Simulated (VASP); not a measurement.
# BAs (F-43m) in VASP: single point with PBE

Aim: the single point of BAs with PBE.

Program: VASP 6.6.1. These are calculated values, not measurements. Logs are shortened: lines on timing, memory, paths and dates and some standing lists are left out, and cuts for length are marked.

### Step 1. The cell of the first run

It takes space group F-43m (No. 216, cubic). The conventional cell has a = 4.777 Å, b = 4.777 Å, c = 4.777 Å, α = 90.00°, β = 90.00°, γ = 90.00°. B (site symmetry -43m) has 4 As at 2.07 Å within 2.7 Å. Within 2.7 Å of As (site symmetry -43m) lie 4 B at 2.07 Å.

### Step 2. Single point, PBE

INCAR

```
PREC = Accurate
ENCUT = 520
EDIFF = 1E-6
ISMEAR = 0
SIGMA = 0.05
LREAL = F
LASPH = T
NELM = 60
ALGO = Normal
ISIF = 2
LWAVE = F
LCHARG = T
GGA = PE
LELF = T
LVHAR = T
NBANDS = 11
```

KPOINTS

```
regular mesh
0
Gamma
  14 14 14
```

POSCAR

```
BAs
1.0
    0.0000000000      2.3885000000      2.3885000000
    2.3885000000      0.0000000000      2.3885000000
    2.3885000000      2.3885000000      0.0000000000
B As
1 1
Direct
    0.0000000000      0.0000000000      0.0000000000
    0.7500000000      0.7500000000      0.7500000000
```

Potentials or basis: VASP PAW PBE potentials, release 64 (B, As).

On the command line:

```console
cat potpaw_PBE.64/B/POTCAR potpaw_PBE.64/As/POTCAR > POTCAR
mpirun -np 1 vasp_std > vasp.out
```

OUTCAR:

```text
PREC = Accurate
   ENCUT = 520
   EDIFF = 1E-6
   ISMEAR = 0
   LREAL = F
   LASPH = T
   NELM = 60
   ISIF = 2
   GGA = PE

 ion  position               nearest neighbor table
   1  0.000  0.000  0.000-   2 2.07   2 2.07   2 2.07   2 2.07
   2  0.750  0.750  0.750-   1 2.07   1 2.07   1 2.07   1 2.07

  LATTYP: Found a face centered cubic cell.
 ALAT       =     4.7770000000

  Lattice vectors:

 A1 = (   0.0000000000,   2.3885000000,   2.3885000000)
 A2 = (   2.3885000000,   0.0000000000,   2.3885000000)
 A3 = (   2.3885000000,   2.3885000000,   0.0000000000)

Analysis of symmetry for initial positions (statically):
=====================================================================
 Subroutine PRICEL returns:
 Original cell was already a primitive cell.

 Routine SETGRP: Setting up the symmetry group for a
 face centered cubic supercell.

 Subroutine GETGRP returns: Found 24 space group operations
 (whereof 24 operations were pure point group operations)
 out of a pool of 48 trial point group operations.

The static configuration has the point symmetry T_d .

Analysis of symmetry for dynamics (positions and initial velocities):
=====================================================================
 Subroutine PRICEL returns:
 Original cell was already a primitive cell.

 Routine SETGRP: Setting up the symmetry group for a
 face centered cubic supercell.

 Subroutine GETGRP returns: Found 24 space group operations
 (whereof 24 operations were pure point group operations)
 out of a pool of 48 trial point group operations.

The dynamic configuration has the point symmetry T_d .

 Subroutine INISYM returns: Found 24 space group operations
 (whereof 24 operations are pure point group operations),
 and found     1 'primitive' translations

----------------------------------------------------------------------------------------

                                     Primitive cell

  volume of cell :      27.2525

  direct lattice vectors                    reciprocal lattice vectors
     0.000000000  2.388500000  2.388500000    -0.209336404  0.209336404  0.209336404
     2.388500000  0.000000000  2.388500000     0.209336404 -0.209336404  0.209336404
     2.388500000  2.388500000  0.000000000     0.209336404  0.209336404 -0.209336404

  length of vectors
     3.377849094  3.377849094  3.377849094     0.362581287  0.362581287  0.362581287

  position of ions in fractional coordinates (direct lattice)
     0.000000000  0.000000000  0.000000000
     0.750000000  0.750000000  0.750000000

  ion indices of the primitive-cell ions
   primitive index   ion index
                 1           1
                 2           2

----------------------------------------------------------------------------------------

 KPOINTS: regular mesh

Automatic generation of k-mesh.
 Grid dimensions read from file:
 generate k-points for:   14   14   14

 Generating k-lattice:

  Cartesian coordinates                     Fractional coordinates (reciprocal lattice)
    -0.014952600  0.014952600  0.014952600     0.071428571  0.000000000  0.000000000
     0.014952600 -0.014952600  0.014952600     0.000000000  0.071428571  0.000000000
     0.014952600  0.014952600 -0.014952600     0.000000000  0.000000000  0.071428571

  Length of vectors
     0.025898663  0.025898663  0.025898663

  Shift w.r.t. Gamma in fractional coordinates (k-lattice)
     0.000000000  0.000000000  0.000000000

 Subroutine IBZKPT returns following result:
 ===========================================

 Found    104 irreducible k-points:

 Following reciprocal coordinates:
            Coordinates               Weight
  0.000000  0.000000  0.000000      1.000000
  0.071429  0.000000  0.000000      8.000000
  0.142857  0.000000  0.000000      8.000000
  0.214286  0.000000  0.000000      8.000000
  0.285714  0.000000  0.000000      8.000000
  0.357143  0.000000  0.000000      8.000000
[... 16 lines left out ...]
  0.214286  0.142857  0.000000     24.000000
  0.285714  0.142857  0.000000     24.000000
 [... further k-points ...]
   k-points           NKPTS =    104   k-points in BZ     NKDIM =    104   number of bands    NBANDS=     11
   number of dos      NEDOS =    301   number of ions     NIONS =      2
   total plane-waves  NPLWV =  21952
   dimension x,y,z NGX =    28 NGY =   28 NGZ =   28
   dimension x,y,z NGXF=    56 NGYF=   56 NGZF=   56
   ions per type =               1   1
   NGX,Y,Z   is equivalent  to a cutoff of  13.78, 13.78, 13.78 a.u.
   NGXF,Y,Z  is equivalent  to a cutoff of  27.56, 27.56, 27.56 a.u.
 SYSTEM =  unknown system
   PREC   = accura    normal or accurate (medium, high low for compatibility)
   ISTART =      0    job   : 0-new  1-cont  2-samecut
   ICHARG =      2    charge: 1-file 2-atom 10-const
   ISPIN  =      1    spin polarized calculation?
   LNONCOLLINEAR =      F non collinear calculations
   LSORBIT =      F    spin-orbit coupling
   LASPH  =      T    aspherical Exc in radial PAW
   ENCUT  =  520.0 eV  38.22 Ry    6.18 a.u.   6.28  6.28  6.28*2*pi/ulx,y,z
   NELM   =     60;   NELMIN=  2; NELMDL= -5     # of ELM steps
   EDIFF  = 0.1E-05   stopping-criterion for ELM
   LREAL  =      F    real-space projection
   EDIFFG = 0.1E-04   stopping-criterion for IOM
   NSW    =      0    number of steps for IOM
   IBRION =     -1    ionic relax: 0-MD 1-quasi-New 2-CG
   NFREE  =      0    steps in history (QN), initial steepest desc. (CG)
   ISIF   =      2    stress and relaxation
   ISYM   =      2    0-nonsym 1-usesym 2-fastsym
   POTIM  = 0.5000    time-step for ionic-motion
   TEBEG  =    0.0;   TEEND  =   0.0 temperature during run
   PSTRESS=    0.0 pullay stress
   NELECT =       8.0000    total number of electrons
   NUPDOWN=      -1.0000    fix difference up-down
   EMIN   =  10.00;   EMAX   =-10.00  energy-range for DOS
   EFERMI =   0.00;   METHOD = LEGACY
   ISMEAR =     0;   SIGMA  =   0.05  broadening in eV -4-tet -1-fermi 0-gaus
   EFERMI_NEDOS =   21; number of points for ismear=-14 and -15
   IALGO  =     38    algorithm
   IMIX   =      4    mixing-type and parameters
     AMIX     =   0.40;   BMIX     =  1.00
     AMIX_MAG =   1.60;   BMIX_MAG =  1.00
  volume/ion in A,a.u.               =      13.63        91.95
  Fermi-wavevector in a.u.,A,eV,Ry     =   1.088018  2.056057 16.106360  1.183784
  Thomas-Fermi vector in A             =   2.224191
   LORBIT       =      0    0 simple, 1 ext, 2 COOP (PROOUT), +10 PAW based schemes
   GGA     = PE    functional components
   LHFCALC =     F    Hartree Fock is set to
   AEXX    =    0.0000 exact exchange contribution
   IVDW    =     0    specifies the selected vdW correction
   LEPSILON=     F    determine dielectric tensor
   LRPA    =     F    only Hartree local field effects (RPA)
 non-spin polarized calculation
 Gauss-broadening in eV      SIGMA  =   0.05
  energy-cutoff  :      520.00
  volume of cell :       27.25
 maximum number of plane-waves:       754
 NGX is ok and might be reduce to    28
   NGX = 13   NGY = 13   NGZ = 13

 number of electron       8.0000000 magnetization

 Free energy of the ion-electron system (eV)
  ---------------------------------------------------
  ext. energy  EPLUGINS =         0.00000000
  ---------------------------------------------------
  free energy    TOTEN  =       -11.40678344 eV

  energy without entropy =      -11.40678344  energy(sigma->0) =      -11.40678344

 E-fermi :   6.3602     XC(G=0): -10.5844

 val. band max:        6.1261231342   @ k =   0.0000   0.0000   0.0000
 cond. band min:       7.3228907808   @ k =   0.4286   0.4286   0.0000
 fundamental gap:      1.1967676466
 Fermi energy:         6.3601562838

 k-point     1 :       0.0000    0.0000    0.0000
  band No.  band energies     occupation
      1      -9.2750      2.00000
      2       6.1261      2.00000
      3       6.1261      2.00000
      4       6.1261      2.00000
      5       9.4027      0.00000
      6       9.4027      0.00000
      7       9.4027      0.00000
      8      10.8129      0.00000
      9      15.7088      0.00000
     10      19.0767      0.00000
     11      19.0767      0.00000

 k-point     2 :       0.0714    0.0000    0.0000
  band No.  band energies     occupation
      1      -9.1911      2.00000
      2       5.3250      2.00000
      3       5.9609      2.00000
      4       5.9609      2.00000
      5       9.5416      0.00000
      6       9.6198      0.00000
      7       9.6198      0.00000
      8      11.2791      0.00000
      9      16.0532      0.00000
     10      18.3631      0.00000
     11      18.3631      0.00000

 k-point     3 :       0.1429    0.0000    0.0000
  band No.  band energies     occupation
      1      -8.9413      2.00000
      2       3.7395      2.00000
      3       5.5847      2.00000
      4       5.5847      2.00000
      5       9.4857      0.00000
      6      10.1131      0.00000
      7      10.1131      0.00000
      8      12.3816      0.00000
      9      16.8751      0.00000
     10      17.5818      0.00000
     11      17.5818      0.00000

 k-point     4 :       0.2143    0.0000    0.0000
  band No.  band energies     occupation
      1      -8.5327      2.00000
      2       2.0242      2.00000
      3       5.1688      2.00000
      4       5.1688      2.00000
      5       9.2937      0.00000
      6      10.6030      0.00000
      7      10.6030      0.00000
      8      13.5251      0.00000
      9      17.2760      0.00000
     10      17.2760      0.00000
     11      17.3952      0.00000
[... 239 lines left out ...]
 k-point    22 :       0.1429    0.1429    0.0000
  band No.  band energies     occupation
      1      -8.8292      2.00000
      2       4.3295      2.00000
      3       4.7266      2.00000
      4       4.7266      2.00000
      5       8.5608      0.00000
      6      11.2809      0.00000
      7      11.2809      0.00000
      8      11.8175      0.00000
      9      15.9879      0.00000
     10      17.3863      0.00000
     11      19.5641      0.00000

 k-point    23 :       0.2143    0.1429    0.0000
  band No.  band energies     occupation
      1      -8.5272      2.00000
      2       3.0354      2.00000
      3       4.2844      2.00000
      4       4.4785      2.00000
      5       8.5782      0.00000
      6      11.3291      0.00000
      7      11.9431      0.00000
      8      12.2843      0.00000
      9      15.9661      0.00000
     10      18.2574      0.00000
     11      19.4108      0.00000

 k-point    24 :       0.2857    0.1429    0.0000
  band No.  band energies     occupation
      1      -8.0724      2.00000
      2       1.4917      2.00000
      3       3.9396      2.00000
      4       4.0742      2.00000
      5       8.9235      0.00000
      6      11.2397      0.00000
      7      12.3810      0.00000
      8      12.5615      0.00000
      9      16.6409      0.00000
     10      18.9325      0.00000
     11      19.4014      0.00000

 [... further k-points ...]
[... 5 lines left out ...]
  --------------------------------------------------------------------------------------
  -------------------------------------------------------------------------------------
  Total        0.5826634      0.5826634      0.5826634     -0.0000000      0.0000000     -0.0000000
  in kB       34.2548903     34.2548903     34.2548903     -0.0000000      0.0000000     -0.0000000
  external PRESSURE =      34.2548903 kB  Pullay stress =       0.0000000 kB

 VOLUME and BASIS-vectors are now :
 -----------------------------------------------------------------------------
  energy-cutoff  :      520.00
  volume of cell :       27.25
      direct lattice vectors                 reciprocal lattice vectors
     0.000000000  2.388500000  2.388500000    -0.209336404  0.209336404  0.209336404
     2.388500000  0.000000000  2.388500000     0.209336404 -0.209336404  0.209336404
     2.388500000  2.388500000  0.000000000     0.209336404  0.209336404 -0.209336404

 POSITION                                       TOTAL-FORCE (eV/Angst)
 -----------------------------------------------------------------------------------
      0.00000      0.00000      0.00000         0.000000      0.000000      0.000000
      3.58275      3.58275      3.58275        -0.000000     -0.000000     -0.000000
 -----------------------------------------------------------------------------------
    total drift:                                0.000000      0.000000      0.000000

  FREE ENERGIE OF THE ION-ELECTRON SYSTEM (eV)
  ---------------------------------------------------
  free  energy   TOTEN  =       -11.4067834381 eV

  energy  without entropy=      -11.4067834381  energy(sigma->0) =      -11.40678344
```

Wall time 18 s (1 thread of Intel Xeon Platinum 8488C (Sapphire Rapids), shared host); peak memory 0.18 GiB.

Results:

```yaml
Free_energy: -11.4068 eV
Pressure: 3.4 GPa
Band_gap_on_the_k_mesh: 1.20 eV, indirect (least direct gap 3.28 eV)
```

A k mesh can miss the band edges. PBE gaps usually lie below the measured ones, often by a third to a half.
